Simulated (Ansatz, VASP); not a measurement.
**H3C2N: VASP beside Ansatz**

```xyz
12
Lattice="2.9796 -2.6019 0.0000 2.9796 2.6019 0.0000 0.0000 0.0000 7.7371" Properties=species:S:1:pos:R:3 pbc="T T T"
H     2.9796    1.9896    0.4390
H     2.9796   -1.9896    4.3076
H     0.8924    0.4041    1.6121
H     5.0668   -0.4041    5.4806
H     5.0668    0.4041    1.6121
H     0.8924   -0.4041    5.4806
C     2.9796   -2.2568    0.9763
C     2.9796    2.2568    4.8449
C     2.9796   -1.1639    0.0310
C     2.9796    1.1639    3.8996
N     2.9796   -0.2873    7.0040
N     2.9796    0.2873    3.1355
```

Alike in both runs: functional PBE; dispersion D3(BJ); k mesh 6 × 6 × 4; no spin polarisation.

Ansatz relaxed the structure, and its values are those at the end. VASP's run is a single point on that final structure, the one shown.

|  | VASP | Ansatz |
| --- | --- | --- |
| version | VASP 6.6.1 | Ansatz 0.2.0 |
| potentials or method | VASP PAW PBE potentials, release 64 (H, C, N), cutoff 520 eV | scalar-relativistic, plane waves, PAW |
| occupations | gaussian, width 0.01 eV | fixed |
| valence electrons in the cell | 32 | 32 |

|  | VASP | Ansatz | Ansatz less VASP |
| --- | --- | --- | --- |
| gap on the k mesh at the Fermi level (eV) | 6.44 | 6.43 | -0.009 |
| least direct gap on the mesh (eV) | 6.66 | 6.65 | -0.012 |
| pressure (GPa) | 0.3 | 0.0 | -0.31 |
| rms of the force components (eV/Å) | 0.138 | 0.001 | -0.1366 |

One of these differences is far larger than is usual between the two programs; its cause wasn't traced.

Noted on VASP's run: the standard files for N, O and F lose accuracy on very short bonds.
